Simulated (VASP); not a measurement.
# Mg3TiO4 (Pm-3m) in VASP: single point with PBE

Aim: the single point of Mg3TiO4 with PBE.

All numbers are computed with VASP 6.6.1; they aren't measurements. Logs are shortened: lines on timing, memory, paths and dates and some standing lists are left out, and cuts for length are marked.

**1. The cell of the first run**

Symmetry: Pm-3m, No. 221, cubic system. Conventional cell: a = 4.314 Å, b = 4.314 Å, c = 4.314 Å, α = 90.00°, β = 90.00°, γ = 90.00°. Within 2.9 Å of Mg (site symmetry 4/mmm) lie 6 O at 2.16 Å. Within 2.9 Å of Ti (site symmetry m-3m) lie 6 O at 2.16 Å. Within 2.9 Å of O (site symmetry 4/mmm) lie 4 Mg at 2.16 Å and 2 Ti at 2.16 Å. Within 2.9 Å of O (site symmetry m-3m) lie 6 Mg at 2.16 Å.

**2. Single point, PBE**

File INCAR:

```
PREC = Accurate
ENCUT = 520
EDIFF = 1E-7
ISMEAR = 1
SIGMA = 0.15
LREAL = F
LASPH = T
NELM = 80
ALGO = Normal
ISIF = 2
LWAVE = F
LCHARG = F
GGA = PE
NBANDS = 31
```

File KPOINTS:

```
regular mesh
0
Gamma
  5 5 5
```

File POSCAR:

```
Mg3TiO4
1.0
    4.3136590000      0.0000000000      0.0000000000
    0.0000000000      4.3136590000      0.0000000000
    0.0000000000      0.0000000000      4.3136590000
Mg Ti O
3 1 4
Direct
    0.0000000000      0.5000000000      0.5000000000
    0.5000000000      0.0000000000      0.5000000000
    0.5000000000      0.5000000000      0.0000000000
    0.0000000000      0.0000000000      0.0000000000
    0.5000000000      0.0000000000      0.0000000000
    0.5000000000      0.5000000000      0.5000000000
    0.0000000000      0.0000000000      0.5000000000
    0.0000000000      0.5000000000      0.0000000000
```

Potentials or basis: VASP PAW PBE potentials, release 64 (Mg, Ti_sv, O).

Started as:

```bash
> cat potpaw_PBE.64/Mg/POTCAR potpaw_PBE.64/Ti_sv/POTCAR potpaw_PBE.64/O/POTCAR > POTCAR
> mpirun -np 1 vasp_std > vasp.out
```

OUTCAR:

```text
PREC = Accurate
   ENCUT = 520
   EDIFF = 1E-7
   ISMEAR = 1
   LREAL = F
   LASPH = T
   NELM = 80
   ISIF = 2
   GGA = PE

 ion  position               nearest neighbor table
   1  0.000  0.500  0.500-   6 2.16   7 2.16   8 2.16   8 2.16   7 2.16   6 2.16   3 3.05   4 3.05
                             2 3.05   2 3.05   4 3.05   3 3.05   4 3.05   2 3.05   3 3.05   4 3.05
   2  0.500  0.000  0.500-   5 2.16   6 2.16   7 2.16   5 2.16   6 2.16   7 2.16   3 3.05   4 3.05
                             1 3.05   1 3.05   3 3.05   3 3.05   3 3.05   1 3.05   4 3.05   4 3.05
   3  0.500  0.500  0.000-   5 2.16   6 2.16   8 2.16   6 2.16   5 2.16   8 2.16   1 3.05   2 3.05
                             1 3.05   2 3.05   4 3.05   2 3.05   2 3.05   1 3.05   4 3.05   4 3.05
   4  0.000  0.000  0.000-   5 2.16   7 2.16   8 2.16   7 2.16   8 2.16   5 2.16   1 3.05   2 3.05
                             1 3.05   1 3.05   3 3.05   2 3.05   1 3.05   2 3.05   3 3.05   3 3.05
   5  0.500  0.000  0.000-   2 2.16   3 2.16   4 2.16   2 2.16   3 2.16   4 2.16
   6  0.500  0.500  0.500-   1 2.16   2 2.16   3 2.16   3 2.16   2 2.16   1 2.16
   7  0.000  0.000  0.500-   1 2.16   2 2.16   4 2.16   4 2.16   1 2.16   2 2.16
   8  0.000  0.500  0.000-   1 2.16   3 2.16   4 2.16   1 2.16   4 2.16   3 2.16

  LATTYP: Found a simple cubic cell.
 ALAT       =     4.3136590000

  Lattice vectors:

 A1 = (   4.3136590000,   0.0000000000,   0.0000000000)
 A2 = (   0.0000000000,   4.3136590000,   0.0000000000)
 A3 = (   0.0000000000,   0.0000000000,   4.3136590000)

Analysis of symmetry for initial positions (statically):
=====================================================================
 Subroutine PRICEL returns:
 Original cell was already a primitive cell.

 Routine SETGRP: Setting up the symmetry group for a
 simple cubic supercell.

 Subroutine GETGRP returns: Found 48 space group operations
 (whereof 48 operations were pure point group operations)
 out of a pool of 48 trial point group operations.

The static configuration has the point symmetry O_h .

Analysis of symmetry for dynamics (positions and initial velocities):
=====================================================================
 Subroutine PRICEL returns:
 Original cell was already a primitive cell.

 Routine SETGRP: Setting up the symmetry group for a
 simple cubic supercell.

 Subroutine GETGRP returns: Found 48 space group operations
 (whereof 48 operations were pure point group operations)
 out of a pool of 48 trial point group operations.

The dynamic configuration has the point symmetry O_h .

 Subroutine INISYM returns: Found 48 space group operations
 (whereof 48 operations are pure point group operations),
 and found     1 'primitive' translations

----------------------------------------------------------------------------------------

                                     Primitive cell

  volume of cell :      80.2671

  direct lattice vectors                    reciprocal lattice vectors
     4.313659000  0.000000000  0.000000000     0.231821755  0.000000000  0.000000000
     0.000000000  4.313659000  0.000000000     0.000000000  0.231821755  0.000000000
     0.000000000  0.000000000  4.313659000     0.000000000  0.000000000  0.231821755

  length of vectors
     4.313659000  4.313659000  4.313659000     0.231821755  0.231821755  0.231821755

  position of ions in fractional coordinates (direct lattice)
     0.000000000  0.500000000  0.500000000
     0.500000000  0.000000000  0.500000000
     0.500000000  0.500000000  0.000000000
     0.000000000  0.000000000  0.000000000
     0.500000000  0.000000000  0.000000000
     0.500000000  0.500000000  0.500000000
     0.000000000  0.000000000  0.500000000
     0.000000000  0.500000000  0.000000000

  ion indices of the primitive-cell ions
   primitive index   ion index
                 1           1
                 2           2
                 3           3
                 4           4
                 5           5
                 6           6
                 7           7
                 8           8

----------------------------------------------------------------------------------------

 KPOINTS: regular mesh

Automatic generation of k-mesh.
 Grid dimensions read from file:
 generate k-points for:    5    5    5

 Generating k-lattice:

  Cartesian coordinates                     Fractional coordinates (reciprocal lattice)
     0.046364351  0.000000000  0.000000000     0.200000000  0.000000000  0.000000000
     0.000000000  0.046364351  0.000000000     0.000000000  0.200000000  0.000000000
     0.000000000  0.000000000  0.046364351     0.000000000  0.000000000  0.200000000

  Length of vectors
     0.046364351  0.046364351  0.046364351

  Shift w.r.t. Gamma in fractional coordinates (k-lattice)
     0.000000000  0.000000000  0.000000000

 Subroutine IBZKPT returns following result:
 ===========================================

 Found     10 irreducible k-points:

 Following reciprocal coordinates:
            Coordinates               Weight
  0.000000  0.000000  0.000000      1.000000
  0.200000  0.000000  0.000000      6.000000
  0.400000  0.000000  0.000000      6.000000
  0.200000  0.200000  0.000000     12.000000
  0.400000  0.200000  0.000000     24.000000
  0.400000  0.400000  0.000000     12.000000
  0.200000  0.200000  0.200000      8.000000
  0.400000  0.200000  0.200000     24.000000
  0.400000  0.400000  0.200000     24.000000
  0.400000  0.400000  0.400000      8.000000
   k-points           NKPTS =     10   k-points in BZ     NKDIM =     10   number of bands    NBANDS=     31
   number of dos      NEDOS =    301   number of ions     NIONS =      8
   total plane-waves  NPLWV =  32768
   dimension x,y,z NGX =    32 NGY =   32 NGZ =   32
   dimension x,y,z NGXF=    64 NGYF=   64 NGZF=   64
   ions per type =               3   1   4
   NGX,Y,Z   is equivalent  to a cutoff of  12.33, 12.33, 12.33 a.u.
   NGXF,Y,Z  is equivalent  to a cutoff of  24.67, 24.67, 24.67 a.u.
 SYSTEM =  unknown system
   PREC   = accura    normal or accurate (medium, high low for compatibility)
   ISTART =      0    job   : 0-new  1-cont  2-samecut
   ICHARG =      2    charge: 1-file 2-atom 10-const
   ISPIN  =      1    spin polarized calculation?
   LNONCOLLINEAR =      F non collinear calculations
   LSORBIT =      F    spin-orbit coupling
   LASPH  =      T    aspherical Exc in radial PAW
   ENCUT  =  520.0 eV  38.22 Ry    6.18 a.u.   8.02  8.02  8.02*2*pi/ulx,y,z
   NELM   =     80;   NELMIN=  2; NELMDL= -5     # of ELM steps
   EDIFF  = 0.1E-06   stopping-criterion for ELM
   LREAL  =      F    real-space projection
   EDIFFG = 0.1E-05   stopping-criterion for IOM
   NSW    =      0    number of steps for IOM
   IBRION =     -1    ionic relax: 0-MD 1-quasi-New 2-CG
   NFREE  =      0    steps in history (QN), initial steepest desc. (CG)
   ISIF   =      2    stress and relaxation
   ISYM   =      2    0-nonsym 1-usesym 2-fastsym
   POTIM  = 0.5000    time-step for ionic-motion
   TEBEG  =    0.0;   TEEND  =   0.0 temperature during run
   PSTRESS=    0.0 pullay stress
   NELECT =      42.0000    total number of electrons
   NUPDOWN=      -1.0000    fix difference up-down
   EMIN   =  10.00;   EMAX   =-10.00  energy-range for DOS
   EFERMI =   0.00;   METHOD = LEGACY
   ISMEAR =     1;   SIGMA  =   0.15  broadening in eV -4-tet -1-fermi 0-gaus
   EFERMI_NEDOS =   21; number of points for ismear=-14 and -15
   IALGO  =     38    algorithm
   IMIX   =      4    mixing-type and parameters
     AMIX     =   0.40;   BMIX     =  1.00
     AMIX_MAG =   1.60;   BMIX_MAG =  1.00
  volume/ion in A,a.u.               =      10.03        67.71
  Fermi-wavevector in a.u.,A,eV,Ry     =   1.319204  2.492935 23.678225  1.740300
  Thomas-Fermi vector in A             =   2.449119
   LORBIT       =      0    0 simple, 1 ext, 2 COOP (PROOUT), +10 PAW based schemes
   GGA     = PE    functional components
   LHFCALC =     F    Hartree Fock is set to
   AEXX    =    0.0000 exact exchange contribution
   IVDW    =     0    specifies the selected vdW correction
   LEPSILON=     F    determine dielectric tensor
   LRPA    =     F    only Hartree local field effects (RPA)
 non-spin polarized calculation
 Methfessel and Paxton  Order N= 1 SIGMA  =   0.15
  energy-cutoff  :      520.00
  volume of cell :       80.27
 maximum number of plane-waves:      2188
   NGX = 17   NGY = 17   NGZ = 17

 number of electron      41.9999969 magnetization

 Free energy of the ion-electron system (eV)
  ---------------------------------------------------
  ext. energy  EPLUGINS =         0.00000000
  ---------------------------------------------------
  free energy    TOTEN  =       -51.89252491 eV

  energy without entropy =      -51.88096186  energy(sigma->0) =      -51.88867056

 E-fermi :   8.6411     XC(G=0): -11.2354

 val. band max:        8.6181935169   @ k =   0.4000   0.2000   0.2000
 cond. band min:       8.6476106458   @ k =   0.2000   0.0000   0.0000
 fundamental gap:      0.0294171289
 Fermi energy:         8.6410771066

 k-point     1 :       0.0000    0.0000    0.0000
  band No.  band energies     occupation
      1     -49.1669      2.00000
      2     -25.5319      2.00000
      3     -25.5319      2.00000
      4     -25.5319      2.00000
      5     -13.3861      2.00000
      6     -12.3528      2.00000
[... 23 lines left out ...]
     30      14.8206      0.00000
     31      14.8206      0.00000

 k-point     2 :       0.2000    0.0000    0.0000
  band No.  band energies     occupation
      1     -49.1667      2.00000
      2     -25.5448      2.00000
      3     -25.5316      2.00000
      4     -25.5316      2.00000
      5     -13.2575      2.00000
      6     -12.3671      2.00000
[... 264 lines left out ...]
 k-point    10 :       0.4000    0.4000    0.4000
  band No.  band energies     occupation
      1     -49.1656      2.00000
      2     -25.5629      2.00000
      3     -25.5627      2.00000
      4     -25.5627      2.00000
      5     -12.3603      2.00000
      6     -12.2629      2.00000
[... 23 lines left out ...]
     30      15.6532      0.00000
     31      15.7102      0.00000

------------------------ aborting loop because EDIFF is reached ----------------------------------------

  FORCE on cell =-STRESS in cart. coord.  units (eV):
  Direction    XX          YY          ZZ          XY          YZ          ZX
  --------------------------------------------------------------------------------------
  -------------------------------------------------------------------------------------
  Total       -1.7382198     -1.7382198     -1.7382198     -0.0000000      0.0000000      0.0000000
  in kB      -34.6958751    -34.6958751    -34.6958751     -0.0000000      0.0000000      0.0000000
  external PRESSURE =     -34.6958751 kB  Pullay stress =       0.0000000 kB

 VOLUME and BASIS-vectors are now :
 -----------------------------------------------------------------------------
  energy-cutoff  :      520.00
  volume of cell :       80.27
      direct lattice vectors                 reciprocal lattice vectors
     4.313659000  0.000000000  0.000000000     0.231821755  0.000000000  0.000000000
     0.000000000  4.313659000  0.000000000     0.000000000  0.231821755  0.000000000
     0.000000000  0.000000000  4.313659000     0.000000000  0.000000000  0.231821755

 POSITION                                       TOTAL-FORCE (eV/Angst)
 -----------------------------------------------------------------------------------
      0.00000      2.15683      2.15683         0.000000      0.000000      0.000000
      2.15683      0.00000      2.15683         0.000000      0.000000      0.000000
      2.15683      2.15683      0.00000         0.000000      0.000000      0.000000
      0.00000      0.00000      0.00000         0.000000      0.000000      0.000000
      2.15683      0.00000      0.00000         0.000000      0.000000      0.000000
      2.15683      2.15683      2.15683         0.000000      0.000000      0.000000
      0.00000      0.00000      2.15683         0.000000      0.000000      0.000000
      0.00000      2.15683      0.00000         0.000000      0.000000      0.000000
 -----------------------------------------------------------------------------------
    total drift:                                0.000000      0.000000     -0.000000

  FREE ENERGIE OF THE ION-ELECTRON SYSTEM (eV)
  ---------------------------------------------------
  free  energy   TOTEN  =       -51.8925249128 eV

  energy  without entropy=      -51.8809618611  energy(sigma->0) =      -51.88867056
```

Wall time 24 s (1 thread of Intel Xeon Platinum 8375C at 2.90GHz (Ice Lake), shared host); peak memory 0.18 GiB.

What came out:

```yaml
Free_energy: -51.8925 eV
Pressure: -3.5 GPa
Band_gap_on_the_k_mesh: zero (band 21 reaches 9.55 eV, above the bottom of band 22 at 7.77 eV)
```

Levels at points of the mesh, in eV from the Fermi level:
| k point | band 18 | band 19 | band 20 | band 21 | band 22 | band 23 | band 24 | band 25 |
| --- | --- | --- | --- | --- | --- | --- | --- | --- |
| (0.00, 0.00, 0.00) | -5.18 | -5.18 | -5.18 | -0.87 | -0.87 | -0.87 | -0.76 | 1.31 |

Caveat: semilocal functionals often make such compounds metallic where correlation or magnetic order opens a gap, which also shifts bond lengths.
